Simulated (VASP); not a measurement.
# ZrC (Fm-3m) in VASP: single point with r2SCAN

Aim: the single point of ZrC with r2SCAN.

Everything below comes from runs of VASP 6.6.1. Logs are shortened: lines on timing, memory, paths and dates and some standing lists are left out, and cuts for length are marked.

## 1. The cell of the first run

It takes space group Fm-3m (No. 225, cubic). Conventional cell: a = 4.712 Å, b = 4.712 Å, c = 4.712 Å, α = 90.00°, β = 90.00°, γ = 90.00°. Within 3.1 Å of Zr (site symmetry m-3m) lie 6 C at 2.36 Å. Within 3.1 Å of C (site symmetry m-3m) lie 6 Zr at 2.36 Å.

## 2. Single point, r2SCAN

Input file POSCAR:

```
ZrC
1.0
    3.3315451702      0.0000000000      0.0000000000
   -1.6657725851      2.8852027513      0.0000000000
    1.6657725851      0.9617342504      2.7201952407
Zr C
1 1
Direct
    0.0000000000      0.5000000000      0.5000000000
    0.0000000000      0.0000000000      0.0000000000
```

Input file INCAR.step1:

```
SYSTEM = ZrC
PREC = Accurate
ENCUT = 520
ISMEAR = 0
SIGMA = 0.1
LREAL = .FALSE.
LASPH = .TRUE.
NELM = 80
NBANDS = 15
ISYM = 0
GGA = PE
ALGO = Normal
EDIFF = 1E-4
LWAVE = .TRUE.
LCHARG = .FALSE.
```

Input file INCAR.step2:

```
SYSTEM = ZrC
PREC = Accurate
ENCUT = 520
EDIFF = 1E-6
ISMEAR = 0
SIGMA = 0.1
LREAL = .FALSE.
LASPH = .TRUE.
NELM = 80
ALGO = Normal
ISIF = 2
LWAVE = .FALSE.
LCHARG = .FALSE.
METAGGA = R2SCAN
LMIXTAU = .TRUE.
NBANDS = 15
ISYM = 0
ISTART = 1
```

Input file KPOINTS:

```
Automatic mesh
0
G
  12 12 13
  0 0 0
```

Potentials or basis: VASP PAW PBE potentials, release 64 (Zr_sv, C).

Started as:

```
$ cat potpaw_PBE.64/Zr_sv/POTCAR potpaw_PBE.64/C/POTCAR > POTCAR
$ cp INCAR.step1 INCAR
$ mpirun -np 1 vasp_std > vasp.out
$ cp INCAR.step2 INCAR
$ mpirun -np 1 vasp_std > vasp.out
```

OUTCAR:

```text
SYSTEM = ZrC
   PREC = Accurate
   ENCUT = 520
   EDIFF = 1E-6
   ISMEAR = 0
   LREAL = .FALSE.
   LASPH = .TRUE.
   NELM = 80
   ISIF = 2
   METAGGA = R2SCAN
   ISYM = 0
   ISTART = 1

 ion  position               nearest neighbor table
   1  0.000  0.500  0.500-   2 2.36   2 2.36   2 2.36   2 2.36   2 2.36   2 2.36
   2  0.000  0.000  0.000-   1 2.36   1 2.36   1 2.36   1 2.36   1 2.36   1 2.36

IMPORTANT INFORMATION: All symmetrisations will be switched off!
NOSYMM: (Re-)initialisation of all symmetry stuff for point group C_1.

----------------------------------------------------------------------------------------

                                     Primitive cell

  volume of cell :      26.1470

  direct lattice vectors                    reciprocal lattice vectors
     3.331545170  0.000000000  0.000000000     0.300161021  0.173298046 -0.245080447
    -1.665772585  2.885202751  0.000000000     0.000000000  0.346596093 -0.122540224
     1.665772585  0.961734250  2.720195241     0.000000000  0.000000000  0.367620671

  length of vectors
     3.331545170  3.331545170  3.331545170     0.424491787  0.367620671  0.367620671

  position of ions in fractional coordinates (direct lattice)
     1.000000000  0.500000000  0.500000000
     0.000000000  0.000000000  0.000000000

  ion indices of the primitive-cell ions
   primitive index   ion index
                 1           1
                 2           2

----------------------------------------------------------------------------------------

 KPOINTS: Automatic mesh

Automatic generation of k-mesh.
 Grid dimensions read from file:
 generate k-points for:   12   12   13

 Generating k-lattice:

  Cartesian coordinates                     Fractional coordinates (reciprocal lattice)
     0.025013418  0.014441504 -0.020423371     0.083333333 -0.000000000  0.000000000
     0.000000000  0.028883008 -0.010211685     0.000000000  0.083333333 -0.000000000
     0.000000000  0.000000000  0.028278513     0.000000000  0.000000000  0.076923077

  Length of vectors
     0.035374316  0.030635056  0.028278513

  Shift w.r.t. Gamma in fractional coordinates (k-lattice)
     0.000000000  0.000000000  0.000000000

 -----------------------------------------------------------------------------
|                                                                             |
|           W    W    AA    RRRRR   N    N  II  N    N   GGGG   !!!           |
|           W    W   A  A   R    R  NN   N  II  NN   N  G    G  !!!           |
|           W    W  A    A  R    R  N N  N  II  N N  N  G       !!!           |
|           W WW W  AAAAAA  RRRRR   N  N N  II  N  N N  G  GGG   !            |
|           WW  WW  A    A  R   R   N   NN  II  N   NN  G    G                |
|           W    W  A    A  R    R  N    N  II  N    N   GGGG   !!!           |
|                                                                             |
|     Your reciprocal lattice and k-lattice belong to different lattice       |
|     classes:                                                                |
|                                                                             |
|        The reciprocal lattice is body-centered cubic,                       |
|        whereas your k-lattice is base-centered monoclinic.                  |
|                                                                             |
|     Results are often still useful ...                                      |
|                                                                             |
 -----------------------------------------------------------------------------

 WARNING: IBZKPT: internal override: KBLOWUP is changed to .FALSE.
      ... skipping the blow-up phase ...

 Subroutine IBZKPT returns following result:
 ===========================================

 Found    938 irreducible k-points:

 Following reciprocal coordinates:
            Coordinates               Weight
  0.000000  0.000000  0.000000      1.000000
  0.083333  0.000000  0.000000      2.000000
  0.166667  0.000000  0.000000      2.000000
  0.250000 -0.000000  0.000000      2.000000
  0.333333  0.000000  0.000000      2.000000
  0.416667  0.000000  0.000000      2.000000
[... 16 lines left out ...]
  0.250000  0.166667  0.000000      2.000000
  0.333333  0.166667  0.000000      2.000000
 [... further k-points ...]
   k-points           NKPTS =    938   k-points in BZ     NKDIM =    938   number of bands    NBANDS=     15
   number of dos      NEDOS =    301   number of ions     NIONS =      2
   total plane-waves  NPLWV =  21952
   dimension x,y,z NGX =    28 NGY =   28 NGZ =   28
   dimension x,y,z NGXF=    56 NGYF=   56 NGZF=   56
   ions per type =               1   1
   NGX,Y,Z   is equivalent  to a cutoff of  13.97, 13.97, 13.97 a.u.
   NGXF,Y,Z  is equivalent  to a cutoff of  27.94, 27.94, 27.94 a.u.
 SYSTEM =  ZrC
   PREC   = accura    normal or accurate (medium, high low for compatibility)
   ISTART =      1    job   : 0-new  1-cont  2-samecut
   ICHARG =      0    charge: 1-file 2-atom 10-const
   ISPIN  =      1    spin polarized calculation?
   LNONCOLLINEAR =      F non collinear calculations
   LSORBIT =      F    spin-orbit coupling
   LASPH  =      T    aspherical Exc in radial PAW
   ENCUT  =  520.0 eV  38.22 Ry    6.18 a.u.   6.19  6.19  6.19*2*pi/ulx,y,z
   NELM   =     80;   NELMIN=  2; NELMDL=  0     # of ELM steps
   EDIFF  = 0.1E-05   stopping-criterion for ELM
   LREAL  =      F    real-space projection
   EDIFFG = 0.1E-04   stopping-criterion for IOM
   NSW    =      0    number of steps for IOM
   IBRION =     -1    ionic relax: 0-MD 1-quasi-New 2-CG
   NFREE  =      0    steps in history (QN), initial steepest desc. (CG)
   ISIF   =      2    stress and relaxation
   ISYM   =      0    0-nonsym 1-usesym 2-fastsym
   POTIM  = 0.5000    time-step for ionic-motion
   TEBEG  =    0.0;   TEEND  =   0.0 temperature during run
   PSTRESS=    0.0 pullay stress
   NELECT =      16.0000    total number of electrons
   NUPDOWN=      -1.0000    fix difference up-down
   EMIN   =  10.00;   EMAX   =-10.00  energy-range for DOS
   EFERMI =   0.00;   METHOD = LEGACY
   ISMEAR =     0;   SIGMA  =   0.10  broadening in eV -4-tet -1-fermi 0-gaus
   EFERMI_NEDOS =   21; number of points for ismear=-14 and -15
   IALGO  =     38    algorithm
   IMIX   =      4    mixing-type and parameters
     AMIX     =   0.40;   BMIX     =  1.00
     AMIX_MAG =   1.60;   BMIX_MAG =  1.00
  volume/ion in A,a.u.               =      13.07        88.22
  Fermi-wavevector in a.u.,A,eV,Ry     =   1.389870  2.626473 26.282892  1.931738
  Thomas-Fermi vector in A             =   2.513859
   LORBIT       =      0    0 simple, 1 ext, 2 COOP (PROOUT), +10 PAW based schemes
   METAGGA = R2SCAN    functional components
   LHFCALC =     F    Hartree Fock is set to
   AEXX    =    0.0000 exact exchange contribution
   IVDW    =     0    specifies the selected vdW correction
   LEPSILON=     F    determine dielectric tensor
   LRPA    =     F    only Hartree local field effects (RPA)
 non-spin polarized calculation
 Gauss-broadening in eV      SIGMA  =   0.10
  energy-cutoff  :      520.00
  volume of cell :       26.15
 maximum number of plane-waves:       725
 NGX is ok and might be reduce to    28
   NGX = 13   NGY = 13   NGZ = 13

 number of electron      16.0000000 magnetization

 Free energy of the ion-electron system (eV)
  ---------------------------------------------------
  ext. energy  EPLUGINS =         0.00000000
  ---------------------------------------------------
  free energy    TOTEN  =       -34.72562915 eV

  energy without entropy =      -34.72463323  energy(sigma->0) =      -34.72513119

 E-fermi :   9.6042     XC(G=0): -12.9048

 val. band max:        9.6027665749   @ k =   0.5000   0.5000   0.4615
 cond. band min:       9.6538380993   @ k =  -0.3333   0.0000   0.0769
 fundamental gap:      0.0510715245
 Fermi energy:         9.6041789240

 k-point     1 :       0.0000    0.0000    0.0000
  band No.  band energies     occupation
      1     -40.2863      2.00000
      2     -17.2928      2.00000
      3     -17.2928      2.00000
      4     -17.2921      2.00000
      5      -2.4467      2.00000
      6      10.4877      0.00000
      7      10.4880      0.00000
      8      10.4883      0.00000
      9      10.8779      0.00000
     10      10.8780      0.00000
     11      10.8781      0.00000
     12      12.5105      0.00000
     13      12.5114      0.00000
     14      17.4304      0.00000
     15      20.6851      0.00000

 k-point     2 :       0.0833    0.0000    0.0000
  band No.  band energies     occupation
      1     -40.2771      2.00000
      2     -17.3504      2.00000
      3     -17.3120      2.00000
      4     -17.3120      2.00000
      5      -2.2388      2.00000
      6       8.9429      2.00000
      7       9.8117      0.00333
      8       9.8118      0.00332
      9      10.5862      0.00000
     10      11.8676      0.00000
     11      11.8677      0.00000
     12      12.6033      0.00000
     13      13.9972      0.00000
     14      17.9592      0.00000
     15      21.2598      0.00000

 k-point     3 :       0.1667    0.0000    0.0000
  band No.  band energies     occupation
      1     -40.2521      2.00000
      2     -17.5015      2.00000
      3     -17.3641      2.00000
      4     -17.3641      2.00000
      5      -1.7226      2.00000
      6       7.1411      2.00000
      7       9.3229      1.99993
      8       9.3230      1.99993
      9       9.9022      0.00003
     10      12.8667      0.00000
     11      13.2122      0.00000
     12      13.2122      0.00000
     13      15.5041      0.00000
     14      19.5858      0.00000
     15      22.7572      0.00000

 k-point     4 :       0.2500   -0.0000    0.0000
  band No.  band energies     occupation
      1     -40.2178      2.00000
      2     -17.6910      2.00000
      3     -17.4350      2.00000
      4     -17.4350      2.00000
      5      -1.2186      2.00000
      6       6.1263      2.00000
      7       9.1414      2.00000
      8       9.1638      2.00000
      9       9.1639      2.00000
     10      13.2533      0.00000
     11      14.4868      0.00000
     12      14.4869      0.00000
     13      16.5159      0.00000
     14      21.4676      0.00000
     15      24.7291      0.00000
[... 307 lines left out ...]
 k-point    22 :       0.1667    0.1667    0.0000
  band No.  band energies     occupation
      1     -40.2091      2.00000
      2     -17.8152      2.00000
      3     -17.4184      2.00000
      4     -17.4142      2.00000
      5      -0.8512      2.00000
      6       5.8727      2.00000
      7       7.6286      2.00000
      8       8.1854      2.00000
      9      10.7683      0.00000
     10      13.7900      0.00000
     11      14.3645      0.00000
     12      15.6675      0.00000
     13      17.4881      0.00000
     14      20.8970      0.00000
     15      24.1976      0.00000

 k-point    23 :       0.2500    0.1667    0.0000
  band No.  band energies     occupation
      1     -40.1793      2.00000
      2     -17.9139      2.00000
      3     -17.5265      2.00000
      4     -17.4798      2.00000
      5      -0.7321      2.00000
      6       5.9232      2.00000
      7       7.4709      2.00000
      8       8.2833      2.00000
      9      10.4691      0.00000
     10      14.6073      0.00000
     11      15.2568      0.00000
     12      15.8831      0.00000
     13      17.8903      0.00000
     14      21.6364      0.00000
     15      23.3975      0.00000

 k-point    24 :       0.3333    0.1667    0.0000
  band No.  band energies     occupation
      1     -40.1575      2.00000
      2     -17.9564      2.00000
      3     -17.6311      2.00000
      4     -17.5246      2.00000
      5      -0.8959      2.00000
      6       6.6431      2.00000
      7       7.3703      2.00000
      8       8.4720      2.00000
      9      10.3702      0.00000
     10      15.0530      0.00000
     11      15.4100      0.00000
     12      15.8071      0.00000
     13      17.9563      0.00000
     14      21.5291      0.00000
     15      22.6951      0.00000

 [... further k-points ...]

------------------------ aborting loop because EDIFF is reached ----------------------------------------

  FORCE on cell =-STRESS in cart. coord.  units (eV):
  Direction    XX          YY          ZZ          XY          YZ          ZX
  --------------------------------------------------------------------------------------
  -------------------------------------------------------------------------------------
  Total        0.0401175      0.0365828      0.0346293      0.0030268     -0.0049333     -0.0085396
  in kB        2.4582284      2.2416366      2.1219335      0.1854666     -0.3022889     -0.5232716
  external PRESSURE =       2.2739328 kB  Pullay stress =       0.0000000 kB

 VOLUME and BASIS-vectors are now :
 -----------------------------------------------------------------------------
  energy-cutoff  :      520.00
  volume of cell :       26.15
      direct lattice vectors                 reciprocal lattice vectors
     3.331545170  0.000000000  0.000000000     0.300161021  0.173298046 -0.245080447
    -1.665772585  2.885202751  0.000000000     0.000000000  0.346596093 -0.122540224
     1.665772585  0.961734250  2.720195241     0.000000000  0.000000000  0.367620671

 POSITION                                       TOTAL-FORCE (eV/Angst)
 -----------------------------------------------------------------------------------
      0.00000      1.92347      1.36010        -0.000000      0.000000      0.000000
      0.00000      0.00000      0.00000         0.000000     -0.000000     -0.000000
 -----------------------------------------------------------------------------------
    total drift:                               -0.000000      0.000000      0.000000

  FREE ENERGIE OF THE ION-ELECTRON SYSTEM (eV)
  ---------------------------------------------------
  free  energy   TOTEN  =       -34.7256291491 eV

  energy  without entropy=      -34.7246332330  energy(sigma->0) =      -34.72513119
```

Run time: 11 min. Hardware: 1 thread of Intel Xeon 6975P-C (Granite Rapids), shared host; peak memory 0.47 GiB.

What came out:

- Free energy: -34.7256 eV
- Pressure: 0.2 GPa
- Band gap on the k mesh: zero (bands 8 and 9 overlap by 1.32 eV)

Levels at points of the mesh, in eV from the Fermi level:
```tsv
k point	band 6	band 7	band 8	band 9	band 10	band 11
(0.00, 0.00, 0.00)	0.88	0.88	0.88	1.27	1.27	1.27
(0.50, 0.00, 0.00)	-2.26	-1.65	-0.04	-0.04	4.55	5.89
(0.00, 0.50, 0.00)	-5.48	-3.12	-3.12	4.74	4.74	5.63
(0.50, 0.50, 0.00)	-5.48	-3.12	-3.12	4.74	4.74	5.63
```

Caveat: the PAW data sets were made with another functional, which shifts forces and pressure a little.

The gap in the log of VASP goes by the Fermi energy; the results here count the filled bands.